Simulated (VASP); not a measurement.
**TaN: single point with PBEsol**

TaN:

```
Ta N
1.0
    -0.25317    2.02898    2.02898
     2.02898   -0.25317    2.02898
     2.02898    2.02898   -0.25317
Ta N
1 1
Direct
  0.50000 0.50000 0.50000
  0.00000 0.00000 0.00000
```

```yaml
Program: VASP 6.6.1
Task: single point
Functional: PBEsol
Potentials_or_basis: VASP PAW PBE potentials, release 64 (Ta_sv_GW, N)
Cutoff: 700 eV
k_mesh: 20 × 20 × 20
Occupations: gaussian, width 0.15 eV
Spin: no spin polarisation
Dipole_correction: no
Further_INCAR_settings: ALGO = Normal; EDIFF = 1e-06; NBANDS = 16
```

- Pressure: 22.9 GPa
- Band gap on the k mesh: zero (bands 9 and 10 overlap by 6.25 eV)

Stress tensor (GPa, compression positive):
```
22.88 11.58 11.58
11.58 22.88 11.58
11.58 11.58 22.88
```

Levels at points of the mesh, in eV from the Fermi level:
```
           k point  band 5  band 6  band 7  band 8  band 9  band 10  band 11  band 12  band 13  band 14
(0.00, 0.00, 0.00)  -19.03   -3.79   -3.79   -3.30   -3.30    -2.97    -0.53     0.80     0.80     3.61
(0.50, 0.00, 0.00)  -15.65  -10.68   -8.05   -6.17    0.36     0.67     4.85     5.06     7.60     8.43
(0.50, 0.50, 0.00)  -17.61   -6.52   -5.67   -4.93   -3.75     2.07     2.95     5.00     5.11     9.11
(0.50, 0.50, 0.50)  -15.11  -10.51   -8.79   -8.79    3.10     3.81     3.81     4.06     9.21     9.21
```

Run time: 4.3 min on 1 thread of Intel(R) Xeon(R) Platinum 8488C (Sapphire Rapids) (shared host), peak memory 0.52 GiB.

Caveat: the cell stands under pressure; the PAW data sets were made with another functional, which shifts forces and pressure a little; spin-orbit coupling is left out, which moves the levels of the heavy elements.
